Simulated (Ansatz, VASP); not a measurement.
**TeS2: VASP beside Ansatz**

```xyz
3
Lattice="0.0000 3.2774 3.2774 3.2774 0.0000 3.2774 3.2774 3.2774 0.0000" Properties=species:S:1:pos:R:3 pbc="T T T"
Te    0.0000    0.0000    0.0000
S     1.6387    1.6387    1.6387
S     4.9161    4.9161    4.9161
```

Alike in both runs: functional PBE; k mesh 10 × 10 × 10; occupations fermi-dirac, width 0.03 eV; no spin polarisation.

Ansatz relaxed the structure, and its values are those at the end. VASP's run is a single point on that final structure, the one shown.

```csv
,VASP,Ansatz
version,VASP 6.6.1,Ansatz 0.2.0
potentials or method,"VASP PAW PBE potentials, release 64 (Te, S)","PAW with Ansatz's default frozen-core files, scalar-relativistic"
plane-wave cutoff (eV),520,420
valence electrons in the cell,18,28
```

Ansatz gave:

```
pressure (GPa) : 0.0
```

Task: Estimate VASP's values.

Result: Pressure (GPa): -0.2.

With one functional, cell and mesh, what is left measures potentials, basis and numerics. VASP's potentials hold 18 valence electrons a cell and Ansatz's 28, so a difference there can come from the potentials and not from the codes.

Neither program's run includes spin-orbit coupling.
